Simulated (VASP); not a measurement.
# In (P1) in VASP: single point with PBE

Aim: the single point of In with PBE.

Everything below comes from runs of VASP 6.6.1. Logs are shortened: lines on timing, memory, paths and dates and some standing lists are left out, and cuts for length are marked.

## 1. The cell of the first run

The typed cell holds 4 atoms: a = 3.300 Å, b = 5.890 Å, c = 5.892 Å, α = 106.15°, β = 89.43°, γ = 90.36°.

## 2. Single point, PBE

File INCAR:

```
ALGO = Fast
EDIFF = 1E-6
ENCUT = 520
GGA = PE
ISIF = 2
ISMEAR = 0
LASPH = True
LCHARG = True
LELF = True
LREAL = False
LVHAR = True
LWAVE = False
NBANDS = 34
NELM = 80
PREC = Accurate
SIGMA = 0.2
```

File KPOINTS:

```
k-points
0
Gamma
  6 4 4
```

File POSCAR:

```
In
1.0
   -1.6602929957     -1.6368356165      2.3350086342
    5.1071653543     -1.5526225829      2.4903775679
   -1.5761737362      5.0844249015      2.5264756252
In
4
Direct
    0.0003241558      0.0000130340     -0.0002088260
    0.4993843263      0.4999961466      1.0002120822
    0.4998732649     -0.0000221629      0.4997104206
    0.0004182529      0.5000129823      0.5002863232
```

Potentials or basis: VASP PAW PBE potentials, release 64 (In_d).

Launch:

```sh
cat potpaw_PBE.64/In_d/POTCAR > POTCAR
mpirun -np 1 vasp_std > vasp.out
```

OUTCAR:

```text
EDIFF = 1E-6
   ENCUT = 520
   GGA = PE
   ISIF = 2
   ISMEAR = 0
   LASPH = True
   LREAL = False
   NELM = 80
   PREC = Accurate

 ion  position               nearest neighbor table
   1  0.000  0.000  1.000-   3 3.36   3 3.36   2 3.36   2 3.37   2 3.38   2 3.39   3 3.39   3 3.39
                             4 3.54   4 3.54
   2  0.499  0.500  0.000-   4 3.36   4 3.36   1 3.36   1 3.37   1 3.38   1 3.39   4 3.39   4 3.39
                             3 3.54   3 3.54
   3  0.500  1.000  0.500-   1 3.36   1 3.36   4 3.37   4 3.37   4 3.38   4 3.39   1 3.39   1 3.39
                             2 3.54   2 3.54
   4  0.000  0.500  0.500-   2 3.36   2 3.36   3 3.37   3 3.37   3 3.38   3 3.39   2 3.39   2 3.39
                             1 3.54   1 3.54

  LATTYP: Found a triclinic cell.
 ALAT       =     6.7819332044
 B/A-ratio  =     1.4762775719
 C/A-ratio  =     1.0437829296
 COS(alpha) =     0.0013257253
 COS(beta)  =     0.5236088116
 COS(gamma) =     0.8213400067

  Lattice vectors:

 A1 = (   3.2364667319,  -3.4475892850,  -4.8614842594)
 A2 = (   8.3436320862,  -5.0002118679,  -2.3711066915)
 A3 = (  -3.5309916181,  -3.5318023186,  -5.0168531931)

Analysis of symmetry for initial positions (statically):
=====================================================================
 Subroutine PRICEL returns:
 Original cell was already a primitive cell.

 Routine SETGRP: Setting up the symmetry group for a
 triclinic supercell.

 Subroutine GETGRP returns: Found  1 space group operations
 (whereof  1 operations were pure point group operations)
 out of a pool of  2 trial point group operations.

The static configuration has the point symmetry C_1 .

Analysis of symmetry for dynamics (positions and initial velocities):
=====================================================================
 Subroutine PRICEL returns:
 Original cell was already a primitive cell.

 Routine SETGRP: Setting up the symmetry group for a
 triclinic supercell.

 Subroutine GETGRP returns: Found  1 space group operations
 (whereof  1 operations were pure point group operations)
 out of a pool of  2 trial point group operations.

The dynamic configuration has the point symmetry C_1 .

 Subroutine INISYM returns: Found  1 space group operations
 (whereof  1 operations are pure point group operations),
 and found     1 'primitive' translations

----------------------------------------------------------------------------------------

                                     Primitive cell

  volume of cell :     109.9999

  direct lattice vectors                    reciprocal lattice vectors
    -1.660292996 -1.636835616  2.335008634    -0.150771090 -0.152985598  0.213816571
     5.107165354 -1.552622583  2.490377568     0.145523816 -0.004675555  0.100196228
    -1.576173736  5.084424902  2.526475625    -0.004099564  0.146000455  0.099431010

  length of vectors
     3.299707410  5.890310287  5.892264362     0.303074316  0.176743672  0.176690309

  position of ions in fractional coordinates (direct lattice)
     0.000324156  0.000013034  0.999791174
     0.499384326  0.499996147  0.000212082
     0.499873265  0.999977837  0.499710421
     0.000418253  0.500012982  0.500286323

  ion indices of the primitive-cell ions
   primitive index   ion index
                 1           1
                 2           2
                 3           3
                 4           4

----------------------------------------------------------------------------------------

 KPOINTS: k-points

Automatic generation of k-mesh.
 Grid dimensions read from file:
 generate k-points for:    6    4    4

 Generating k-lattice:

  Cartesian coordinates                     Fractional coordinates (reciprocal lattice)
    -0.025128515 -0.025497600  0.035636095     0.166666667  0.000000000  0.000000000
     0.036380954 -0.001168889  0.025049057     0.000000000  0.250000000  0.000000000
    -0.001024891  0.036500114  0.024857753     0.000000000  0.000000000  0.250000000

  Length of vectors
     0.050512386  0.044185918  0.044172577

  Shift w.r.t. Gamma in fractional coordinates (k-lattice)
     0.000000000  0.000000000  0.000000000

 Subroutine IBZKPT returns following result:
 ===========================================

 Found     52 irreducible k-points:

 Following reciprocal coordinates:
            Coordinates               Weight
  0.000000  0.000000  0.000000      1.000000
  0.166667  0.000000  0.000000      2.000000
  0.333333  0.000000 -0.000000      2.000000
  0.500000  0.000000 -0.000000      1.000000
  0.000000  0.250000  0.000000      2.000000
  0.166667  0.250000  0.000000      2.000000
[... 16 lines left out ...]
  0.333333  0.250000  0.250000      2.000000
  0.500000  0.250000  0.250000      2.000000
 [... further k-points ...]
   k-points           NKPTS =     52   k-points in BZ     NKDIM =     52   number of bands    NBANDS=     34
   number of dos      NEDOS =    301   number of ions     NIONS =      4
   total plane-waves  NPLWV =  64512
   dimension x,y,z NGX =    28 NGY =   48 NGZ =   48
   dimension x,y,z NGXF=    56 NGYF=   96 NGZF=   96
   ions per type =               4
   NGX,Y,Z   is equivalent  to a cutoff of  14.11, 13.55, 13.54 a.u.
   NGXF,Y,Z  is equivalent  to a cutoff of  28.21, 27.09, 27.09 a.u.
 SYSTEM =  unknown system
   PREC   = accura    normal or accurate (medium, high low for compatibility)
   ISTART =      0    job   : 0-new  1-cont  2-samecut
   ICHARG =      2    charge: 1-file 2-atom 10-const
   ISPIN  =      1    spin polarized calculation?
   LNONCOLLINEAR =      F non collinear calculations
   LSORBIT =      F    spin-orbit coupling
   LASPH  =      T    aspherical Exc in radial PAW
   ENCUT  =  520.0 eV  38.22 Ry    6.18 a.u.   6.14 10.95 10.96*2*pi/ulx,y,z
   NELM   =     80;   NELMIN=  2; NELMDL= -5     # of ELM steps
   EDIFF  = 0.1E-05   stopping-criterion for ELM
   LREAL  =      F    real-space projection
   EDIFFG = 0.1E-04   stopping-criterion for IOM
   NSW    =      0    number of steps for IOM
   IBRION =     -1    ionic relax: 0-MD 1-quasi-New 2-CG
   NFREE  =      0    steps in history (QN), initial steepest desc. (CG)
   ISIF   =      2    stress and relaxation
   ISYM   =      2    0-nonsym 1-usesym 2-fastsym
   POTIM  = 0.5000    time-step for ionic-motion
   TEBEG  =    0.0;   TEEND  =   0.0 temperature during run
   PSTRESS=    0.0 pullay stress
   NELECT =      52.0000    total number of electrons
   NUPDOWN=      -1.0000    fix difference up-down
   EMIN   =  10.00;   EMAX   =-10.00  energy-range for DOS
   EFERMI =   0.00;   METHOD = LEGACY
   ISMEAR =     0;   SIGMA  =   0.20  broadening in eV -4-tet -1-fermi 0-gaus
   EFERMI_NEDOS =   21; number of points for ismear=-14 and -15
   IALGO  =     68    algorithm
   IMIX   =      4    mixing-type and parameters
     AMIX     =   0.40;   BMIX     =  1.00
     AMIX_MAG =   1.60;   BMIX_MAG =  1.00
  volume/ion in A,a.u.               =      27.50       185.58
  Fermi-wavevector in a.u.,A,eV,Ry     =   1.275299  2.409965 22.128332  1.626387
  Thomas-Fermi vector in A             =   2.408019
   LORBIT       =      0    0 simple, 1 ext, 2 COOP (PROOUT), +10 PAW based schemes
   GGA     = PE    functional components
   LHFCALC =     F    Hartree Fock is set to
   AEXX    =    0.0000 exact exchange contribution
   IVDW    =     0    specifies the selected vdW correction
   LEPSILON=     F    determine dielectric tensor
   LRPA    =     F    only Hartree local field effects (RPA)
 non-spin polarized calculation
 RMM-DIIS sequential band-by-band and
 Gauss-broadening in eV      SIGMA  =   0.20
  energy-cutoff  :      520.00
  volume of cell :      110.00
 maximum number of plane-waves:      2986
 NGX is ok and might be reduce to    28
   NGX = 13   NGY = 21   NGZ = 21

 number of electron      52.0000026 magnetization

 Free energy of the ion-electron system (eV)
  ---------------------------------------------------
  ext. energy  EPLUGINS =         0.00000000
  ---------------------------------------------------
  free energy    TOTEN  =       -10.31118492 eV

  energy without entropy =      -10.28573109  energy(sigma->0) =      -10.29845801

 E-fermi :   6.9338     XC(G=0): -10.0159

 val. band max:        6.8348994955   @ k =   0.3333  -0.2500   0.2500
 cond. band min:       6.9480839681   @ k =  -0.3333  -0.2500   0.2500
 fundamental gap:      0.1131844726
 Fermi energy:         6.9337683105

 k-point     1 :       0.0000    0.0000    0.0000
  band No.  band energies     occupation
      1      -7.8104      2.00000
      2      -7.7228      2.00000
      3      -7.6841      2.00000
      4      -7.6840      2.00000
      5      -7.6677      2.00000
      6      -7.6268      2.00000
[... 26 lines left out ...]
     33      15.5182      0.00000
     34      15.5463      0.00000

 k-point     2 :       0.1667    0.0000    0.0000
  band No.  band energies     occupation
      1      -7.7380      2.00000
      2      -7.6819      2.00000
      3      -7.6403      2.00000
      4      -7.6352      2.00000
      5      -7.6352      2.00000
      6      -7.6056      2.00000
[... 26 lines left out ...]
     33      13.7872      0.00000
     34      13.7919      0.00000

 k-point     3 :       0.3333    0.0000   -0.0000
  band No.  band energies     occupation
      1      -7.6571      2.00000
      2      -7.6314      2.00000
      3      -7.6314      2.00000
      4      -7.6199      2.00000
      5      -7.5842      2.00000
      6      -7.5841      2.00000
[... 26 lines left out ...]
     33      11.5303      0.00000
     34      11.6783      0.00000

 k-point     4 :       0.5000    0.0000   -0.0000
  band No.  band energies     occupation
      1      -7.6245      2.00000
      2      -7.6244      2.00000
      3      -7.5875      2.00000
      4      -7.5872      2.00000
      5      -7.5846      2.00000
      6      -7.5840      2.00000
[... 26 lines left out ...]
     33       9.2289      0.00000
     34       9.2406      0.00000

 k-point     5 :       0.0000    0.2500    0.0000
  band No.  band energies     occupation
      1      -7.7853      2.00000
      2      -7.6888      2.00000
      3      -7.6858      2.00000
      4      -7.6744      2.00000
      5      -7.6568      2.00000
      6      -7.6203      2.00000
[... 621 lines left out ...]
 k-point    22 :       0.1667    0.2500    0.2500
  band No.  band energies     occupation
      1      -7.6947      2.00000
      2      -7.6696      2.00000
      3      -7.6223      2.00000
      4      -7.6219      2.00000
      5      -7.6157      2.00000
      6      -7.6151      2.00000
[... 26 lines left out ...]
     33      12.9428      0.00000
     34      15.0300      0.00000

 k-point    23 :       0.3333    0.2500    0.2500
  band No.  band energies     occupation
      1      -7.7399      2.00000
      2      -7.6527      2.00000
      3      -7.6471      2.00000
      4      -7.6377      2.00000
      5      -7.6357      2.00000
      6      -7.6215      2.00000
[... 26 lines left out ...]
     33      12.2253      0.00000
     34      12.5760      0.00000

 k-point    24 :       0.5000    0.2500    0.2500
  band No.  band energies     occupation
      1      -7.7279      2.00000
      2      -7.7266      2.00000
      3      -7.6592      2.00000
      4      -7.6561      2.00000
      5      -7.6539      2.00000
      6      -7.6537      2.00000
[... 26 lines left out ...]
     33      10.5858      0.00000
     34      10.5950      0.00000

 [... further k-points ...]

------------------------ aborting loop because EDIFF is reached ----------------------------------------

  FORCE on cell =-STRESS in cart. coord.  units (eV):
  Direction    XX          YY          ZZ          XY          YZ          ZX
  --------------------------------------------------------------------------------------
  -------------------------------------------------------------------------------------
  Total        0.0023250      0.0104343     -0.0401151      0.0298962      0.0333638      0.0525095
  in kB        0.0338636      0.1519784     -0.5842867      0.4354460      0.4859519      0.7648146
  external PRESSURE =      -0.1328149 kB  Pullay stress =       0.0000000 kB

 VOLUME and BASIS-vectors are now :
 -----------------------------------------------------------------------------
  energy-cutoff  :      520.00
  volume of cell :      110.00
      direct lattice vectors                 reciprocal lattice vectors
    -1.660292996 -1.636835616  2.335008634    -0.150771090 -0.152985598  0.213816571
     5.107165354 -1.552622583  2.490377568     0.145523816 -0.004675555  0.100196228
    -1.576173736  5.084424902  2.526475625    -0.004099564  0.146000455  0.099431010

 POSITION                                       TOTAL-FORCE (eV/Angst)
 -----------------------------------------------------------------------------------
     -1.57632      5.08281      2.52674         0.000734      0.000783     -0.001622
      1.72410     -1.59264      2.41178        -0.000934     -0.001059      0.001836
      3.48949      0.16994      4.92004        -0.001320     -0.000149      0.001281
      1.76442      1.76665      2.51016         0.001520      0.000425     -0.001495
 -----------------------------------------------------------------------------------
    total drift:                                0.000010      0.000016     -0.000000

  FREE ENERGIE OF THE ION-ELECTRON SYSTEM (eV)
  ---------------------------------------------------
  free  energy   TOTEN  =       -10.3111849173 eV

  energy  without entropy=      -10.2857310941  energy(sigma->0) =      -10.29845801
```

Run time: 3 min. Hardware: 1 thread of Intel Xeon Platinum 8488C (Sapphire Rapids), shared host; peak memory 0.32 GiB.

Results:

```yaml
Free_energy: -10.3112 eV
Pressure: 0.0 GPa
Band_gap_on_the_k_mesh: zero (bands 26 and 27 overlap by 4.25 eV)
```

Forces in eV/Å, atoms in the order of the input:
```
In   0.001  0.001 -0.002
In  -0.001 -0.001  0.002
In  -0.001  0.000  0.001
In   0.002  0.000 -0.001
```

Levels at points of the mesh, in eV from the Fermi level:
```tsv
k point	band 22	band 23	band 24	band 25	band 26	band 27	band 28	band 29	band 30	band 31
(0.00, 0.00, 0.00)	-4.60	-4.60	-3.24	-3.24	-1.90	-1.85	2.88	4.67	6.20	8.02
(0.50, 0.00, 0.00)	-5.39	-1.75	-1.75	-0.25	-0.25	0.24	0.24	1.39	1.39	1.78
(0.00, 0.50, 0.00)	-7.90	-4.30	-4.29	-1.13	-1.13	2.55	2.55	3.36	3.37	6.07
(0.50, 0.50, 0.00)	-4.16	-4.12	-4.11	-0.50	-0.50	-0.36	-0.36	2.62	2.63	2.72
(0.00, 0.00, 0.50)	-7.90	-4.29	-4.29	-1.13	-1.13	2.54	2.54	3.36	3.36	6.07
(0.50, 0.00, 0.50)	-4.18	-4.10	-4.09	-0.48	-0.48	-0.37	-0.37	2.67	2.67	2.68
(0.00, 0.50, 0.50)	-7.34	-5.94	-5.94	1.65	1.65	1.78	1.78	5.01	5.01	5.81
(0.50, 0.50, 0.50)	-3.82	-3.04	-2.98	-2.29	-2.24	-2.12	-2.09	3.96	4.01	4.21
```

Caveat: spin-orbit coupling is left out, which moves the levels of the heavy elements.
